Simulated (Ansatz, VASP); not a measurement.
## Two plane-wave programs on KGe2

```xyz
3
Lattice="4.8018 0.0000 0.0000 0.0000 4.8018 0.0000 0.0000 0.0000 4.6863" Properties=species:S:1:pos:R:3 pbc="T T T"
K     0.0000    0.0000    0.0000
Ge    2.4009    2.4009    1.1669
Ge    2.4009    2.4009    3.5194
```

Alike in both runs: functional PBE; dispersion D3(BJ); k mesh 10 × 10 × 8; occupations gaussian, width 0.1 eV; no spin polarisation.

Ansatz relaxed the structure, and its values are those at the end. VASP's run is a single point on that final structure, the one shown.

|  | VASP | Ansatz |
| --- | --- | --- |
| version | VASP 6.6.1 | Ansatz 0.2.0 |
| potentials or method | VASP PAW PBE potentials, release 64 (K_sv, Ge_d), cutoff 520 eV | scalar-relativistic, plane waves, PAW |
| valence electrons in the cell | 37 | 37 |

|  | VASP | Ansatz | Ansatz less VASP |
| --- | --- | --- | --- |
| gap on the k mesh at the Fermi level (eV) | none | none | - |
| pressure (GPa) | 0.0 | 0.0 | +0.02 |

A gap of «none» marks a metal or a gap that the smearing closes.
